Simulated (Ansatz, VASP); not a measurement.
**Two plane-wave programs on ZnSe**

```
Zn Se
1.0
     3.78751    0.00000    0.00000
     0.00000    3.78751    0.00000
     0.00000    0.00000    4.99873
Zn Se
2 2
Direct
  0.00000 0.00000 0.00000
  0.50000 0.50000 0.00000
  0.00000 0.50000 0.33617
  0.50000 0.00000 0.66383
```

Alike in both runs: task single point; functional LDA; k mesh 8 × 8 × 6; occupations gaussian, width 0.05 eV; no spin polarisation.

|  | VASP | Ansatz |
| --- | --- | --- |
| version | VASP 6.6.1 | Ansatz 0.2.0 |
| potentials or method | VASP PAW LDA potentials, release 64 (Zn, Se), cutoff 520 eV | scalar-relativistic, plane waves, PAW |
| valence electrons in the cell | 36 | 56 |

|  | VASP | Ansatz | Ansatz less VASP |
| --- | --- | --- | --- |
| gap on the k mesh at the Fermi level (eV) | 0.58 | 0.56 | -0.024 |
| least direct gap on the mesh (eV) | 0.58 | 0.56 | -0.024 |
| pressure (GPa) | 2.9 | 2.4 | -0.51 |
| traceless stress, the component that is largest in VASP (GPa) | -6.28 | -6.30 | -0.026 |
| rms of the force components (eV/Å) | 0.759 | 0.780 | +0.0205 |

LDA's correlation is that of Perdew and Zunger in VASP and of Perdew and Wang (1992) in Ansatz. Atom by atom the forces differ by 0.021 eV/Å (rms over components). VASP's potentials hold 36 valence electrons a cell and Ansatz's 56, so a difference there can come from the potentials and not from the codes.
